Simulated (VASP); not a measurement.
# H10CO5 in VASP: single point with PBE

Aim: the single point of H10CO5 with PBE.

Program: VASP 6.6.1. These are calculated values, not measurements. Logs are shortened: lines on timing, memory, paths and dates and some standing lists are left out, and cuts for length are marked.

## Step 1: The cell of the first run

The cell holds a disordered packing, 16 atoms: a = 5.657 Å, b = 5.657 Å, c = 5.657 Å, α = 90.00°, β = 90.00°, γ = 90.00°.

## Step 2: Single point, PBE

The input, INCAR:

```
ALGO     = Normal         # electronic algorithm
EDIFF    = 1E-6           # SCF threshold, eV
ENCUT    = 1000           # plane-wave cutoff, eV
GGA      = PE             # functional
GGA_COMPAT= False        
ISIF     = 2              # what is computed and relaxed
ISMEAR   = -1             # smearing method
LASPH    = True           # aspherical terms in the spheres
LCHARG   = False          # write CHGCAR
LREAL    = Auto         
LWAVE    = False          # write WAVECAR
NBANDS   = 36             # bands
NELM     = 120            # most SCF steps
PREC     = Accurate       # precision mode
SIGMA    = 0.02           # smearing width, eV
```

The input, KPOINTS:

```
k-points
0
Gamma
  1 1 1
```

The input, POSCAR:

```
H10CO5
1.0
    5.6566530000      0.0000000000      0.0000000000
    0.0000000000      5.6566530000      0.0000000000
    0.0000000000      0.0000000000      5.6566530000
O H C
5 10 1
Direct
    0.7525362986     -0.0446500849      0.3574373906
    0.8492734893      0.5744539187      0.8981929804
    0.5092834492      0.3629170380      0.1835840718
    0.0962146968      0.5779685736      0.4618044963
    0.4984763500      0.9557916860      0.8900419829
    0.6758724848     -0.1133281857      0.2188479945
    0.7188037040      0.1247647185      0.3343702455
    0.9346393254      0.5353281002      0.7515177597
    0.7841104998      0.7309465240      0.8684117149
    0.6306533641      0.4397494384      0.0830545762
    0.4541271496      0.2367579961      0.0778793498
    0.2063089501      0.5124757883      0.3461914914
    0.0097812044      0.7052279113      0.3830412934
    0.3058723376      1.0088905687      0.5924041513
    0.4720497523      0.7198897017      0.6196133296
    0.4260561441      0.8934235072      0.6950078717
```

Potentials or basis: VASP PAW PBE potentials, release 64 (O_h, H_h, C_h).

The run is started by

```console
$ cat potpaw_PBE.64/O_h/POTCAR potpaw_PBE.64/H_h/POTCAR potpaw_PBE.64/C_h/POTCAR > POTCAR
$ mpirun -np 1 vasp_gam > vasp.out
```

OUTCAR:

```text
EDIFF = 1E-6
   ENCUT = 1000
   GGA = PE
   ISIF = 2
   ISMEAR = -1
   LASPH = True
   LREAL = Auto
   NELM = 120
   PREC = Accurate

 ion  position               nearest neighbor table
   1  0.753  0.955  0.357-   6 0.98   7 0.99
   2  0.849  0.574  0.898-   9 0.97   8 0.99
   3  0.509  0.363  0.184-  11 0.98  10 0.99
   4  0.096  0.578  0.462-  12 0.98  13 0.98
   5  0.498  0.956  0.890-  16 1.23
   6  0.676  0.887  0.219-   1 0.98
   7  0.719  0.125  0.334-   1 0.99
   8  0.935  0.535  0.752-   2 0.99
   9  0.784  0.731  0.868-   2 0.97
  10  0.631  0.440  0.083-   3 0.99
  11  0.454  0.237  0.078-   3 0.98
  12  0.206  0.512  0.346-   4 0.98
  13  0.010  0.705  0.383-   4 0.98
  14  0.306  0.009  0.592-  16 1.11
  15  0.472  0.720  0.620-  16 1.10
  16  0.426  0.893  0.695-  15 1.10  14 1.11   5 1.23

  LATTYP: Found a simple cubic cell.
 ALAT       =     5.6566530000

  Lattice vectors:

 A1 = (   5.6566530000,   0.0000000000,   0.0000000000)
 A2 = (   0.0000000000,   5.6566530000,   0.0000000000)
 A3 = (   0.0000000000,   0.0000000000,   5.6566530000)

Analysis of symmetry for initial positions (statically):
=====================================================================
 Subroutine PRICEL returns:
 Original cell was already a primitive cell.

 Routine SETGRP: Setting up the symmetry group for a
 simple cubic supercell.

 Subroutine GETGRP returns: Found  1 space group operations
 (whereof  1 operations were pure point group operations)
 out of a pool of 48 trial point group operations.

The static configuration has the point symmetry C_1 .

Analysis of symmetry for dynamics (positions and initial velocities):
=====================================================================
 Subroutine PRICEL returns:
 Original cell was already a primitive cell.

 Routine SETGRP: Setting up the symmetry group for a
 simple cubic supercell.

 Subroutine GETGRP returns: Found  1 space group operations
 (whereof  1 operations were pure point group operations)
 out of a pool of 48 trial point group operations.

The dynamic configuration has the point symmetry C_1 .

 Subroutine INISYM returns: Found  1 space group operations
 (whereof  1 operations are pure point group operations),
 and found     1 'primitive' translations

----------------------------------------------------------------------------------------
[... 101 lines left out ...]
   IBRION =     -1    ionic relax: 0-MD 1-quasi-New 2-CG
   NFREE  =      0    steps in history (QN), initial steepest desc. (CG)
   ISIF   =      2    stress and relaxation
   ISYM   =      2    0-nonsym 1-usesym 2-fastsym
   POTIM  = 0.5000    time-step for ionic-motion
   TEBEG  =    0.0;   TEEND  =   0.0 temperature during run
   PSTRESS=    0.0 pullay stress
   NELECT =      44.0000    total number of electrons
   NUPDOWN=      -1.0000    fix difference up-down
   EMIN   =  10.00;   EMAX   =-10.00  energy-range for DOS
   EFERMI =   0.00;   METHOD = LEGACY
   ISMEAR =    -1;   SIGMA  =   0.02  broadening in eV -4-tet -1-fermi 0-gaus
   EFERMI_NEDOS =   21; number of points for ismear=-14 and -15
   IALGO  =     38    algorithm
   IMIX   =      4    mixing-type and parameters
     AMIX     =   0.40;   BMIX     =  1.00
     AMIX_MAG =   1.60;   BMIX_MAG =  1.00
  volume/ion in A,a.u.               =      11.31        76.34
  Fermi-wavevector in a.u.,A,eV,Ry     =   1.021722  1.930775 14.203344  1.043916
  Thomas-Fermi vector in A             =   2.155362
   LORBIT       =      0    0 simple, 1 ext, 2 COOP (PROOUT), +10 PAW based schemes
   GGA     = PE    functional components
   LHFCALC =     F    Hartree Fock is set to
   AEXX    =    0.0000 exact exchange contribution
   IVDW    =     0    specifies the selected vdW correction
   LEPSILON=     F    determine dielectric tensor
   LRPA    =     F    only Hartree local field effects (RPA)
 non-spin polarized calculation
  energy-cutoff  :     1000.00
  volume of cell :      181.00
 maximum number of plane-waves:      6519
 NGX is ok and might be reduce to    60
   NGX = 29   NGY = 29   NGZ = 29

 number of electron      43.9999999 magnetization

 Free energy of the ion-electron system (eV)
  ---------------------------------------------------
  ext. energy  EPLUGINS =         0.00000000
  ---------------------------------------------------
  free energy    TOTEN  =       -81.13242922 eV

  energy without entropy =      -81.13242922  energy(sigma->0) =      -81.13242922

 E-fermi :  -2.7969     XC(G=0):  -6.5534

 val. band max:       -3.3827339483   @ k =   0.0000   0.0000   0.0000
 cond. band min:       0.7250138735   @ k =   0.0000   0.0000   0.0000
 fundamental gap:      4.1077478218
 Fermi energy:        -2.7969419477

 k-point     1 :       0.0000    0.0000    0.0000
  band No.  band energies     occupation
      1     -23.5755      2.00000
      2     -22.1573      2.00000
      3     -21.8779      2.00000
      4     -21.6144      2.00000
      5     -21.5157      2.00000
      6     -12.5483      2.00000
[... 26 lines left out ...]
     33       8.0993      0.00000
     34       8.2563      0.00000
 [bands above 34 left out]

------------------------ aborting loop because EDIFF is reached ----------------------------------------

  FORCE on cell =-STRESS in cart. coord.  units (eV):
  Direction    XX          YY          ZZ          XY          YZ          ZX
  --------------------------------------------------------------------------------------
  -------------------------------------------------------------------------------------
  Total       -0.1770518      0.3140386     -0.7476420      0.4950908     -0.2778044      0.6752435
  in kB       -1.5672281      2.7798088     -6.6179829      4.3824484     -2.4590710      5.9771254
  external PRESSURE =      -1.8018007 kB  Pullay stress =       0.0000000 kB

 VOLUME and BASIS-vectors are now :
 -----------------------------------------------------------------------------
  energy-cutoff  :     1000.00
  volume of cell :      181.00
      direct lattice vectors                 reciprocal lattice vectors
     5.656653000  0.000000000  0.000000000     0.176782985  0.000000000  0.000000000
     0.000000000  5.656653000  0.000000000     0.000000000  0.176782985  0.000000000
     0.000000000  0.000000000  5.656653000     0.000000000  0.000000000  0.176782985

 POSITION                                       TOTAL-FORCE (eV/Angst)
 -----------------------------------------------------------------------------------
      4.25684      5.40408      2.02190        -0.012619     -0.037005     -0.015471
      4.80405      3.24949      5.08077         0.042399      0.020973     -0.080643
      2.88084      2.05290      1.03847         0.022343     -0.010948     -0.038388
      0.54425      3.26937      2.61227        -0.060605     -0.002023      0.112220
      2.81971      5.40658      5.03466        -0.086341     -0.035907     -0.123436
      3.82318      5.01559      1.23795         0.016737      0.021797      0.032463
[... 8 lines left out ...]
      2.67022      4.07217      3.50494        -0.016259     -0.048814      0.015405
      2.41005      5.05379      3.93142         0.148727      0.081984      0.135828
 -----------------------------------------------------------------------------------
    total drift:                               -0.002453     -0.002214     -0.001278

  FREE ENERGIE OF THE ION-ELECTRON SYSTEM (eV)
  ---------------------------------------------------
  free  energy   TOTEN  =       -81.1324292234 eV

  energy  without entropy=      -81.1324292234  energy(sigma->0) =      -81.13242922
```

OSZICAR:

```text
N       E                     dE             d eps       ncg     rms          rms(c)
DAV:   1     0.535071055582E+03    0.53507E+03   -0.32500E+04    72   0.186E+03
DAV:   2     0.235321139416E+02   -0.51154E+03   -0.47455E+03    96   0.314E+02
DAV:   3    -0.852861241279E+02   -0.10882E+03   -0.10742E+03   100   0.156E+02
DAV:   4    -0.884621142154E+02   -0.31760E+01   -0.31598E+01    96   0.295E+01
DAV:   5    -0.885263384728E+02   -0.64224E-01   -0.64137E-01    96   0.423E+00    0.174E+01
DAV:   6    -0.815302574452E+02    0.69961E+01   -0.19931E+01    96   0.225E+01    0.695E+00
DAV:   7    -0.812535763425E+02    0.27668E+00   -0.11916E+00    96   0.571E+00    0.418E+00
DAV:   8    -0.811311303755E+02    0.12245E+00   -0.29437E-01   104   0.347E+00    0.650E-01
DAV:   9    -0.811300960567E+02    0.10343E-02   -0.22313E-02    96   0.952E-01    0.275E-01
DAV:  10    -0.811323298979E+02   -0.22338E-02   -0.92639E-03    80   0.580E-01    0.153E-01
DAV:  11    -0.811325638794E+02   -0.23398E-03   -0.19653E-03    80   0.298E-01    0.622E-02
DAV:  12    -0.811324664657E+02    0.97414E-04   -0.38650E-04    96   0.138E-01    0.191E-02
DAV:  13    -0.811324366197E+02    0.29846E-04   -0.36627E-05    80   0.455E-02    0.937E-03
DAV:  14    -0.811324302019E+02    0.64178E-05   -0.13782E-05    88   0.228E-02    0.600E-03
DAV:  15    -0.811324292234E+02    0.97858E-06   -0.23097E-06    64   0.119E-02
   1 F= -.81132429E+02 E0= -.81132429E+02  d E =-.230820E-12
```

stdout:

```text
POSCAR found type information on POSCAR O H C
 POSCAR found :  3 types and      16 ions
 scaLAPACK will be used
 LDA part: xc-table for (Slater+PW92), standard interpolation
 POSCAR, INCAR and KPOINTS ok, starting setup
 FFT: planning ... GRIDC
 FFT: planning ... GRID_SOFT
 FFT: planning ... GRID
 WAVECAR not read
 entering main loop
```

Run time: 20 s. Hardware: 1 thread of AMD EPYC 9R45 (Zen 5), shared host; peak memory 0.4 GiB.

What came out:

```yaml
Free_energy: -81.1324 eV
Pressure: -0.2 GPa
Largest_force: 0.217 eV/Å
```

Forces in eV/Å, atoms in the order of the input:
```
O   -0.013 -0.037 -0.015
O    0.042  0.021 -0.081
O    0.022 -0.011 -0.038
O   -0.061 -0.002  0.112
O   -0.086 -0.036 -0.123
H    0.017  0.022  0.032
H   -0.021  0.017 -0.005
H   -0.021 -0.007  0.084
H   -0.023  0.023  0.034
H   -0.011  0.022  0.025
H   -0.017  0.001  0.013
H    0.067 -0.031 -0.077
H   -0.005  0.004 -0.028
H   -0.024 -0.019 -0.084
H   -0.016 -0.049  0.015
C    0.149  0.082  0.136
```

Stress tensor (GPa, compression positive):
```
-0.16  0.44  0.60
 0.44  0.28 -0.25
 0.60 -0.25 -0.66
```

Caveat: the k points lie up to 1.11 Å⁻¹ apart, too coarse for converged energies, forces and pressures.
